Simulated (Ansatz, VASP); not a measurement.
## I: VASP beside Ansatz

```xyz
1
Lattice="-1.6531 1.6531 4.4228 1.6531 -1.6531 4.4228 1.6531 1.6531 -4.4228" Properties=species:S:1:pos:R:3 pbc="T T T"
I     0.0000    0.0000    0.0000
```

Alike in both runs: task single point; functional PBE; k mesh 18 × 18 × 18; occupations gaussian, width 0.1 eV; no spin polarisation.

|  | VASP | Ansatz |
| --- | --- | --- |
| version | VASP 6.6.1 | Ansatz 0.2.0 |
| potentials or method | VASP PAW PBE potentials, release 64 (I), cutoff 520 eV | scalar-relativistic, plane waves, PAW |
| valence electrons in the cell | 7 | 17 |

VASP gave:

```
gap on the k mesh at the Fermi level (eV)                     : none
pressure (GPa)                                                : -1.2
traceless stress, the component that is largest in VASP (GPa) : 1.24
```

Question: Estimate Ansatz's values.

Answer: gap on the k mesh at the Fermi level (eV): none; pressure (GPa): -1.1; traceless stress, the component that is largest in VASP (GPa): 1.21.

A gap of «none» marks a metal or a gap that the smearing closes. The functional is the same, so the differences come from potentials, cutoffs and numerics. VASP's potentials hold 7 valence electrons a cell and Ansatz's 17, so a difference there can come from the potentials and not from the codes.

Neither program's run includes spin-orbit coupling.
